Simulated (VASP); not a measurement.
Wanted: the native input for a VASP 6.6.1 run.

| Property | Result |
| --- | --- |
| Task | single point |
| Functional | PBEsol |
| Potentials or basis | VASP PAW PBE potentials, release 64 (Hf_pv) |
| Cutoff | 520 eV |
| k mesh | 18 × 18 × 18 |
| Occupations | gaussian, width 0.15 eV |
| Spin | no spin polarisation |
| Dipole correction | no |
| Further INCAR settings | ALGO = Normal; EDIFF = 1e-07; NBANDS = 11 |

The structure of Hf lies in POSCAR:

```
Hf
1.0
    0.0000000000      2.3976000000      2.2200000000
    2.3976000000      0.0000000000      2.2200000000
    2.3976000000      2.3976000000      0.0000000000
Hf
1
Direct
    0.0000000000      0.0000000000      0.0000000000
```

This cell differs from its parent crystal: strain +0.080 along x and y, +0.000 along z.

One way to write it, as run:

INCAR

```
PREC     = Accurate       # precision mode
ENCUT    = 520            # plane-wave cutoff, eV
EDIFF    = 1E-7           # SCF threshold, eV
ISMEAR   = 0              # smearing method
SIGMA    = 0.15           # smearing width, eV
LREAL    = False          # projectors in reciprocal space
LASPH    = True           # aspherical terms in the spheres
NELM     = 60             # most SCF steps
ALGO     = Normal         # electronic algorithm
ISIF     = 2              # what is computed and relaxed
LWAVE    = False          # write WAVECAR
LCHARG   = False          # write CHGCAR
GGA      = PS             # functional
NBANDS   = 11             # bands
```

KPOINTS

```
Automatic mesh
0
Gamma
  18 18 18
```

Potentials or basis: VASP PAW PBE potentials, release 64 (Hf_pv).

Launch:

```console
$ cat potpaw_PBE.64/Hf_pv/POTCAR > POTCAR
$ mpirun -np 1 vasp_std > vasp.out
```

Results of the run:

* Pressure: -14.0 GPa
* Band gap on the k mesh: zero (bands 5 and 6 overlap by 1.79 eV)

Caveat: the cell differs from its parent crystal (strain +0.080 along x and y, +0.000 along z); the cell stands under tension; the PAW data sets were made with another functional, which shifts forces and pressure a little; spin-orbit coupling is left out, which moves the levels of the heavy elements.

Wall time 100 s on 1 thread of Intel Xeon 8259CL (shared host), peak memory 0.26 GiB.
